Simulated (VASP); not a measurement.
Rh: single point with LDA

The system is Rh.

```
Rh
1.0
     0.00000    1.86224    1.86224
     1.86224    0.00000    1.86224
     1.86224    1.86224    0.00000
Rh
1
Direct
  0.00000 0.00000 0.00000
```

| Quantity | Value |
| --- | --- |
| Program | VASP 6.6.1 |
| Task | single point |
| Functional | LDA |
| Potentials or basis | VASP PAW LDA potentials, release 64 (Rh_pv) |
| Cutoff | 520 eV |
| k mesh | 9 × 9 × 9 |
| Occupations | gaussian, width 0.1 eV |
| Spin | no spin polarisation |

| Property | Result |
| --- | --- |
| Pressure | 9.0 GPa |

Levels at points of the mesh, in eV from the Fermi level:
```
           k point  band 4  band 5  band 6  band 7  band 8  band 9  band 10  band 11  band 12  band 13
(0.00, 0.00, 0.00)   -8.42   -3.35   -3.35   -3.35   -1.02   -1.02    15.97    20.22    21.72    21.72
```

Wall time 2.9 s on 1 thread of Intel(R) Xeon(R) 6975P-C (Granite Rapids), on a shared host, peak memory 0.11 GiB.
